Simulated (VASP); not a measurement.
Wanted: the native input for a VASP 6.6.1 run.

```yaml
Task: single point
Functional: PBE
Potentials_or_basis: VASP PAW PBE potentials, release 64 (Cd, Se)
Cutoff: 520 eV
k_mesh: 6 × 6 × 4
Occupations: gaussian, width 0.05 eV
Spin: no spin polarisation
Dipole_correction: no
Further_INCAR_settings: ALGO = Normal; EDIFF = 1e-06; NBANDS = 26
```

The structure of CdSe lies in POSCAR:

```
CdSe
1.0
    4.2984999142      0.0000000000      0.0000000000
   -2.1492499571      3.7226101239      0.0000000000
    0.0000000000      0.0000000000      7.0152000000
Cd Se
2 2
Direct
    0.7069609750      0.4139219499      0.0427642833
    0.3333333333      0.6666666667      0.5000000000
    0.6666666667      0.3333333333      0.3750000000
    0.3333333333      0.6666666667      0.8750000000
```

This cell differs from its parent crystal: atom 1 (Cd) moved by (+0.300, +0.300) A along y and z.

These files were run (other wordings do the same):

INCAR

```
SYSTEM = CdSe
ALGO = Normal
EDIFF = 1E-6
ENCUT = 520
GGA = PE
ISIF = 2
ISMEAR = 0
LASPH = .True.
LCHARG = .True.
LELF = .True.
LREAL = .False.
LVHAR = .True.
LWAVE = .False.
NBANDS = 26
NELM = 100
PREC = Accurate
SIGMA = 0.05
```

KPOINTS

```
k-points
0
Gamma
  6 6 4
  0 0 0
```

Potentials or basis: VASP PAW PBE potentials, release 64 (Cd, Se).

The run is started by

```bash
$ cat potpaw_PBE.64/Cd/POTCAR potpaw_PBE.64/Se/POTCAR > POTCAR
$ mpirun -np 1 vasp_std > vasp.out
```

Results of the run:

```
Pressure               : 5.0 GPa
Largest force          : 2.906 eV/Å
Band gap on the k mesh : 0.40 eV, direct
```

Caveat: the cell differs from its parent crystal (atom 1 (Cd) moved by (+0.300, +0.300) A along y and z); forces of over 1 eV/Å act on the atoms, so gaps and moduli don't describe the material at rest.

It took 97 s on 1 thread of Intel(R) Xeon(R) Platinum 8259CL CPU @ 2.50GHz (Skylake/Cascade Lake), on a shared host, peak memory 0.3 GiB.
